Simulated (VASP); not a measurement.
# InAs (Fm-3m) in VASP: notebook

Aim: see how the results for InAs move with the level of theory and the settings. Levels: RPBE+D3(BJ), r2SCAN. Tasks: relaxation of cell and atoms, single point.

Everything below comes from runs of VASP 6.6.1. Logs are shortened: lines on timing, memory, paths and dates and some standing lists are left out, and cuts for length are marked.

**1. The cell of the first run**

Symmetry: Fm-3m, No. 225, cubic system. The conventional cell has a = 5.755 Å, b = 5.755 Å, c = 5.755 Å, α = 90.00°, β = 90.00°, γ = 90.00°. In (site symmetry m-3m) has 6 As at 2.88 Å within 3.8 Å. As (site symmetry m-3m) has 6 In at 2.88 Å within 3.8 Å.

**2. Relaxation of cell and atoms, RPBE+D3(BJ)**

INCAR reads:

```
SYSTEM = InAs
ALGO     = Normal         ! electronic algorithm
EDIFF    = 1E-7           ! SCF threshold, eV
EDIFFG   = -0.01          ! ionic threshold
ENCUT    = 600            ! plane-wave cutoff, eV
GGA      = RP             ! functional
IBRION   = 2              ! ionic algorithm
ISIF     = 3              ! what is computed and relaxed
ISMEAR   = -1             ! smearing method
IVDW     = 12             ! dispersion correction
LASPH    = .TRUE.         ! aspherical terms in the spheres
LCHARG   = .FALSE.        ! write CHGCAR
LREAL    = .FALSE.        ! projectors in reciprocal space
LWAVE    = .FALSE.        ! write WAVECAR
NELM     = 80             ! most SCF steps
NSW      = 60             ! ionic steps
PREC     = Accurate       ! precision mode
SIGMA    = 0.05           ! smearing width, eV
```

KPOINTS reads:

```
k-points
0
G
  8 8 8
  0 0 0
```

POSCAR reads:

```
InAs
1.0
    0.0000000000      2.8773040000      2.8773040000
    2.8773040000      0.0000000000      2.8773040000
    2.8773040000      2.8773040000      0.0000000000
In As
1 1
Direct
    0.5000000000      0.5000000000      0.5000000000
    0.0000000000      0.0000000000      0.0000000000
```

Potentials or basis: VASP PAW PBE potentials, release 64 (In_d, As).

Command:

```bash
cat potpaw_PBE.64/In_d/POTCAR potpaw_PBE.64/As/POTCAR > POTCAR
mpirun -np 1 vasp_std > vasp.out
```

OUTCAR:

```text
SYSTEM = InAs
   EDIFF = 1E-7
   EDIFFG = -0.01
   ENCUT = 600
   GGA = RP
   IBRION = 2
   ISIF = 3
   ISMEAR = -1
   IVDW = 12
   LASPH = .TRUE.
   LREAL = .FALSE.
   NELM = 80
   NSW = 60
   PREC = Accurate
 IVDW          = 12

 ion  position               nearest neighbor table
   1  0.500  0.500  0.500-   2 2.88   2 2.88   2 2.88   2 2.88   2 2.88   2 2.88
   2  0.000  0.000  0.000-   1 2.88   1 2.88   1 2.88   1 2.88   1 2.88   1 2.88

  LATTYP: Found a face centered cubic cell.
 ALAT       =     5.7546080000

  Lattice vectors:

 A1 = (   0.0000000000,   2.8773040000,   2.8773040000)
 A2 = (   2.8773040000,   0.0000000000,   2.8773040000)
 A3 = (   2.8773040000,   2.8773040000,   0.0000000000)

Analysis of symmetry for initial positions (statically):
=====================================================================
 Subroutine PRICEL returns:
 Original cell was already a primitive cell.

 Routine SETGRP: Setting up the symmetry group for a
 face centered cubic supercell.

 Subroutine GETGRP returns: Found 48 space group operations
 (whereof 48 operations were pure point group operations)
 out of a pool of 48 trial point group operations.

The static configuration has the point symmetry O_h .

Analysis of symmetry for dynamics (positions and initial velocities):
=====================================================================
 Subroutine PRICEL returns:
 Original cell was already a primitive cell.

 Routine SETGRP: Setting up the symmetry group for a
 face centered cubic supercell.

 Subroutine GETGRP returns: Found 48 space group operations
 (whereof 48 operations were pure point group operations)
 out of a pool of 48 trial point group operations.

The dynamic configuration has the point symmetry O_h .

 Subroutine INISYM returns: Found 48 space group operations
 (whereof 48 operations are pure point group operations),
 and found     1 'primitive' translations

----------------------------------------------------------------------------------------

                                     Primitive cell

  volume of cell :      47.6417

  direct lattice vectors                    reciprocal lattice vectors
     0.000000000  2.877304000  2.877304000    -0.173773783  0.173773783  0.173773783
     2.877304000  0.000000000  2.877304000     0.173773783 -0.173773783  0.173773783
     2.877304000  2.877304000  0.000000000     0.173773783  0.173773783 -0.173773783

  length of vectors
     4.069122340  4.069122340  4.069122340     0.300985021  0.300985021  0.300985021

  position of ions in fractional coordinates (direct lattice)
     0.500000000  0.500000000  0.500000000
[... 80 lines left out ...]
   EDIFFG = -.1E-01   stopping-criterion for IOM
   NSW    =     60    number of steps for IOM
   IBRION =      2    ionic relax: 0-MD 1-quasi-New 2-CG
   NFREE  =      1    steps in history (QN), initial steepest desc. (CG)
   ISIF   =      3    stress and relaxation
   ISYM   =      2    0-nonsym 1-usesym 2-fastsym
   POTIM  = 0.5000    time-step for ionic-motion
   TEBEG  =    0.0;   TEEND  =   0.0 temperature during run
   PSTRESS=    0.0 pullay stress
   NELECT =      18.0000    total number of electrons
   NUPDOWN=      -1.0000    fix difference up-down
   EMIN   =  10.00;   EMAX   =-10.00  energy-range for DOS
   EFERMI =   0.00;   METHOD = LEGACY
   ISMEAR =    -1;   SIGMA  =   0.05  broadening in eV -4-tet -1-fermi 0-gaus
   EFERMI_NEDOS =   21; number of points for ismear=-14 and -15
   IALGO  =     38    algorithm
   IMIX   =      4    mixing-type and parameters
     AMIX     =   0.40;   BMIX     =  1.00
     AMIX_MAG =   1.60;   BMIX_MAG =  1.00
  volume/ion in A,a.u.               =      23.82       160.75
  Fermi-wavevector in a.u.,A,eV,Ry     =   1.183505  2.236499 19.057448  1.400683
  Thomas-Fermi vector in A             =   2.319738
   LORBIT       =      0    0 simple, 1 ext, 2 COOP (PROOUT), +10 PAW based schemes
   GGA     = RP    functional components
   LHFCALC =     F    Hartree Fock is set to
   AEXX    =    0.0000 exact exchange contribution
   IVDW    =    12    specifies the selected vdW correction
   LEPSILON=     F    determine dielectric tensor
   LRPA    =     F    only Hartree local field effects (RPA)
 conjugate gradient relaxation of ions
 non-spin polarized calculation
  energy-cutoff  :      600.00
  volume of cell :       47.64
 maximum number of plane-waves:      1639
 NGX is ok and might be reduce to    36
   NGX = 17   NGY = 17   NGZ = 17

--------------------------------------- Ionic step        1  -------------------------------------------

 number of electron      18.0000003 magnetization

 Free energy of the ion-electron system (eV)
  ---------------------------------------------------
  ext. energy  EPLUGINS =         0.00000000
  ---------------------------------------------------
  free energy    TOTEN  =        -6.56471854 eV

  energy without entropy =       -6.55225157  energy(sigma->0) =       -6.55848506

------------------------ aborting loop because EDIFF is reached ----------------------------------------

 Edisp (eV)   -3.73107

 E8    (eV) :    -2.5033
[... 31 lines left out ...]
--------------------------------------- Ionic step        2  -------------------------------------------

 number of electron      18.0000003 magnetization

 E-fermi :  10.7040     XC(G=0): -11.6669

 val. band max:       10.6625162124   @ k =   0.3750   0.0000   0.0000
 cond. band min:      10.7236721025   @ k =   0.3750   0.2500   0.0000
 fundamental gap:      0.0611558901
 Fermi energy:        10.7039855200

 k-point     1 :       0.0000    0.0000    0.0000
  band No.  band energies     occupation
      1      -4.5672      2.00000
      2      -4.5672      2.00000
      3      -4.5355      2.00000
      4      -4.5355      2.00000
      5      -4.5355      2.00000
      6      -4.4348      2.00000
      7      10.0699      1.99999
      8      10.0699      1.99999
      9      10.0699      1.99999
     10      12.9461      0.00000
     11      17.9837      0.00000
     12      17.9837      0.00000
     13      17.9837      0.00000
[... 527 lines left out ...]
--------------------------------------- Ionic step        6  -------------------------------------------

 number of electron      18.0000002 magnetization

 Free energy of the ion-electron system (eV)
  ---------------------------------------------------
  ext. energy  EPLUGINS =         0.00000000
  ---------------------------------------------------
  free energy    TOTEN  =        -5.91446668 eV

  energy without entropy =       -5.90250245  energy(sigma->0) =       -5.90848457

 E-fermi :   8.8253     XC(G=0): -11.0505

 val. band max:        8.8112760298   @ k =  -0.3750   0.3750   0.0000
 cond. band min:       8.8292228147   @ k =   0.3750   0.2500   0.0000
 fundamental gap:      0.0179467849
 Fermi energy:         8.8252982708

 k-point     1 :       0.0000    0.0000    0.0000
  band No.  band energies     occupation
      1      -6.0170      2.00000
      2      -6.0170      2.00000
      3      -5.9880      2.00000
      4      -5.9880      2.00000
      5      -5.9880      2.00000
      6      -5.0488      2.00000
      7       8.3842      1.99971
      8       8.3842      1.99971
      9       8.3842      1.99971
     10       9.9233      0.00000
     11      16.0717      0.00000
     12      16.0717      0.00000
     13      16.0717      0.00000
[... 401 lines left out ...]
  FREE ENERGIE OF THE ION-ELECTRON SYSTEM (eV)
  ---------------------------------------------------
  free  energy   TOTEN  =       -10.8325316424 eV

  energy  without entropy=      -10.8205674194  energy(sigma->0) =      -10.82654953

 reached required accuracy - stopping structural energy minimisation
```

CONTCAR:

```text
InAs
   1.00000000000000
    -0.0000000000000000    2.6756043173735202    2.6756043173735202
     2.6756043173735202    0.0000000000000000    2.6756043173735202
     2.6756043173735202    2.6756043173735202    0.0000000000000000
  In              As
     1     1
Direct
     0.5000000000000000    0.5000000000000000    0.5000000000000000
     1.0000000000000000    0.0000000000000000    0.0000000000000000

  0.00000000E+00  0.00000000E+00  0.00000000E+00
  0.00000000E+00  0.00000000E+00  0.00000000E+00
```

Run time: 2.5 min. Hardware: 1 thread of Intel Xeon 8259CL, shared host; peak memory 0.23 GiB.

Results:

| Quantity | Value |
| --- | --- |
| Free energy | -10.8325 eV |
| Relaxed volume | 19.15 Å³/atom |
| Relaxed cell | a = 3.784 Å, b = 3.784 Å, c = 3.784 Å, α = 60.00°, β = 60.00°, γ = 60.00° |
| Space group after relaxing (to 0.1 Å) | Fm-3m (No. 225) |
| Energy gained by relaxing | 268.4 meV/atom |
| Ionic steps | 6 |
| Pressure after relaxing | 0.0 GPa |
| Band gap on the k mesh | zero (bands 9 and 10 overlap by 3.10 eV) |
| Dispersion energy per atom | -2.459 eV |

Step by step:
```tsv
step	energy change (eV)	largest force (eV/Å)	pressure (GPa)	volume (Å³)
1	0.0000	0.0000	-14.94	47.64
2	-0.3085	0.0000	18.64	33.91
3	-0.5366	0.0000	-0.31	38.42
4	-0.5367	0.0000	0.21	38.24
5	-0.5367	0.0000	-0.18	38.37
6	-0.5367	0.0000	0.02	38.31
```

Final structure:
```
CELL_PARAMETERS angstrom
0.00000 2.67560 2.67560
2.67560 0.00000 2.67560
2.67560 2.67560 0.00000
ATOMIC_POSITIONS crystal
In 0.50000 0.50000 0.50000
As 0.00000 0.00000 0.00000
```

Levels at points of the mesh, in eV from the Fermi level:
| k point | band 5 | band 6 | band 7 | band 8 | band 9 | band 10 | band 11 | band 12 | band 13 |
| --- | --- | --- | --- | --- | --- | --- | --- | --- | --- |
| (0.00, 0.00, 0.00) | -14.81 | -13.87 | -0.44 | -0.44 | -0.44 | 1.10 | 7.25 | 7.25 | 7.25 |
| (0.50, 0.00, 0.00) | -14.70 | -11.46 | -7.84 | 0.16 | 0.16 | 2.24 | 3.24 | 3.24 | 5.87 |
| (0.50, 0.50, 0.00) | -14.65 | -9.84 | -6.24 | -3.10 | -3.10 | -2.75 | 3.38 | 11.03 | 11.03 |

Caveat: the volume moved by over 15 % at a fixed basis, so the end points are rough; the PAW data sets were made with another functional, which shifts forces and pressure a little; spin-orbit coupling is left out, which moves the levels of the heavy elements.

**3. Single point, r2SCAN, non-collinear spin, zero start, spin-orbit coupling**

POSCAR is that of step 2.

INCAR.step1 reads:

```
PREC = Accurate
ENCUT = 520
ISMEAR = -1
SIGMA = 0.05
LREAL = F
LASPH = T
NELM = 150
MAGMOM = 0 0 0 0 0 0
LSORBIT = T
GGA_COMPAT = F
NBANDS = 30
GGA = PE
ALGO = Normal
EDIFF = 1E-4
LWAVE = T
LCHARG = F
```

INCAR.step2 reads:

```
PREC = Accurate
ENCUT = 520
EDIFF = 1E-6
ISMEAR = -1
SIGMA = 0.05
LREAL = F
LASPH = T
NELM = 150
ALGO = Normal
ISIF = 2
LWAVE = F
LCHARG = T
MAGMOM = 0 0 0 0 0 0
LORBIT = 11
LSORBIT = T
GGA_COMPAT = F
LORBMOM = T
METAGGA = R2SCAN
LMIXTAU = T
LVHAR = T
NBANDS = 30
ISTART = 1
```

KPOINTS reads:

```
Automatic mesh
0
Gamma
  6 6 6
```

Potentials or basis: VASP PAW PBE potentials, release 64 (In_d, As).

Command:

```bash
cat potpaw_PBE.64/In_d/POTCAR potpaw_PBE.64/As/POTCAR > POTCAR
cp INCAR.step1 INCAR
mpirun -np 1 vasp_ncl > vasp.out
cp INCAR.step2 INCAR
mpirun -np 1 vasp_ncl > vasp.out
```

OUTCAR:

```text
PREC = Accurate
   ENCUT = 520
   EDIFF = 1E-6
   ISMEAR = -1
   LREAL = F
   LASPH = T
   NELM = 150
   ISIF = 2
   LORBIT = 11
   LSORBIT = T
   METAGGA = R2SCAN
   ISTART = 1

 ion  position               nearest neighbor table
   1  0.500  0.500  0.500-   2 2.88   2 2.88   2 2.88   2 2.88   2 2.88   2 2.88
   2  0.000  0.000  0.000-   1 2.88   1 2.88   1 2.88   1 2.88   1 2.88   1 2.88

  LATTYP: Found a face centered cubic cell.
 ALAT       =     5.7546080000

  Lattice vectors:

 A1 = (   0.0000000000,   2.8773040000,   2.8773040000)
 A2 = (   2.8773040000,   0.0000000000,   2.8773040000)
 A3 = (   2.8773040000,   2.8773040000,   0.0000000000)

Analysis of symmetry for initial positions (statically):
=====================================================================
 Subroutine PRICEL returns:
 Original cell was already a primitive cell.

 Routine SETGRP: Setting up the symmetry group for a
 face centered cubic supercell.

[... 782 lines left out ...]
 l=   3
     0.0000000     0.0000000     0.0000000     0.0000000     0.0000000     0.0000000     0.0000000
     0.0000000     0.0000000     0.0000000     0.0000000     0.0000000     0.0000000     0.0000000
     0.0000000     0.0000000     0.0000000     0.0000000     0.0000000     0.0000000     0.0000000
     0.0000000     0.0000000     0.0000000     0.0000000     0.0000000     0.0000000     0.0000000
     0.0000000     0.0000000     0.0000000     0.0000000     0.0000000     0.0000000     0.0000000
     0.0000000     0.0000000     0.0000000     0.0000000     0.0000000     0.0000000     0.0000000
     0.0000000     0.0000000     0.0000000     0.0000000     0.0000000     0.0000000     0.0000000

 Ion:    2  E_soc:     -0.0335480
 l=   1
     0.0000000    -0.0055922    -0.0055922
    -0.0055922     0.0000000    -0.0055922
    -0.0055922    -0.0055922     0.0000000
 l=   2
     0.0000000    -0.0000007     0.0000000    -0.0000007     0.0000015
    -0.0000007     0.0000000     0.0000011    -0.0000007     0.0000004
     0.0000000     0.0000011     0.0000000     0.0000011     0.0000000
    -0.0000007    -0.0000007     0.0000011     0.0000000     0.0000004
     0.0000015     0.0000004     0.0000000     0.0000004     0.0000000
 l=   3
     0.0000000     0.0000000     0.0000000     0.0000000     0.0000000     0.0000000     0.0000000
     0.0000000     0.0000000     0.0000000     0.0000000     0.0000000     0.0000000     0.0000000
     0.0000000     0.0000000     0.0000000     0.0000000     0.0000000     0.0000000     0.0000000
     0.0000000     0.0000000     0.0000000     0.0000000     0.0000000     0.0000000     0.0000000
     0.0000000     0.0000000     0.0000000     0.0000000     0.0000000     0.0000000     0.0000000
     0.0000000     0.0000000     0.0000000     0.0000000     0.0000000     0.0000000     0.0000000
     0.0000000     0.0000000     0.0000000     0.0000000     0.0000000     0.0000000     0.0000000

 total charge

# of ion       s       p       d       tot
------------------------------------------
    1        0.873   0.574   9.882  11.328
    2        1.257   1.489   0.023   2.769
--------------------------------------------------
tot          2.129   2.062   9.905  14.097

 magnetization (x)

# of ion       s       p       d       tot
------------------------------------------
    1        0.000   0.000   0.000   0.000
    2        0.000  -0.000   0.000  -0.000
--------------------------------------------------
tot          0.000  -0.000   0.000   0.000

 magnetization (y)

# of ion       s       p       d       tot
------------------------------------------
    1        0.000   0.000   0.000   0.000
    2        0.000   0.000   0.000   0.000
--------------------------------------------------
tot          0.000   0.000   0.000   0.000

 magnetization (z)

# of ion       s       p       d       tot
------------------------------------------
    1        0.000   0.000   0.000   0.000
    2       -0.000   0.000   0.000   0.000
--------------------------------------------------
tot          0.000   0.000   0.000   0.000
```

OUTCAR.step1:

```text
PREC = Accurate
   ENCUT = 520
   ISMEAR = -1
   LREAL = F
   LASPH = T
   NELM = 150
   LSORBIT = T
   GGA = PE
   EDIFF = 1E-4
[... 798 lines left out ...]
     0.0000000     0.0000000     0.0000000     0.0000000     0.0000000     0.0000000     0.0000000
     0.0000000     0.0000000     0.0000000     0.0000000     0.0000000     0.0000000     0.0000000
     0.0000000     0.0000000     0.0000000     0.0000000     0.0000000     0.0000000     0.0000000
     0.0000000     0.0000000     0.0000000     0.0000000     0.0000000     0.0000000     0.0000000
     0.0000000     0.0000000     0.0000000     0.0000000     0.0000000     0.0000000     0.0000000

=======================================================================

 ========================================================
```

OSZICAR.step1:

```text
N       E                     dE             d eps       ncg     rms          rms(c)
DAV:   1     0.151375980074E+03    0.15138E+03   -0.82357E+03   972   0.142E+03
DAV:   2     0.853791329886E+01   -0.14284E+03   -0.13659E+03   960   0.373E+02
DAV:   3    -0.695142030750E+01   -0.15489E+02   -0.15197E+02  1192   0.123E+02
DAV:   4    -0.754426574542E+01   -0.59285E+00   -0.59004E+00  1138   0.235E+01
DAV:   5    -0.756685912336E+01   -0.22593E-01   -0.22591E-01  1474   0.455E+00    0.358E+00
DAV:   6    -0.741108765142E+01    0.15577E+00   -0.22590E-01  1324   0.924E+00    0.193E+00
DAV:   7    -0.740244388996E+01    0.86438E-02   -0.96864E-02  1452   0.282E+00    0.635E-01
DAV:   8    -0.740242333344E+01    0.20557E-04   -0.66766E-03  1214   0.108E+00    0.388E-01
DAV:   9    -0.740263558744E+01   -0.21225E-03   -0.76181E-04  1174   0.282E-01    0.906E-02
DAV:  10    -0.740266945718E+01   -0.33870E-04   -0.24755E-04  1222   0.300E-01
   1 F= -.74026695E+01 E0= -.73966320E+01  d E =-.120749E-01  mag=     0.0000     0.0000    -0.0000
```

It took 5.6 min on 1 thread of Intel Xeon 8259CL, shared host; peak memory 0.33 GiB.

What came out:

| Quantity | Value |
| --- | --- |
| Free energy | -37.6417 eV |
| Pressure | -2.1 GPa |
| Net moment | 0.00 μB per cell |
| Valence electrons inside the program's atomic spheres | In 11.33; As 2.77 |

Moments on the atoms (μB; x, y, z):
```
In  0.00 0.00 0.00
As  0.00 0.00 0.00
```

Caveat: the PAW data sets were made with another functional, which shifts forces and pressure a little.
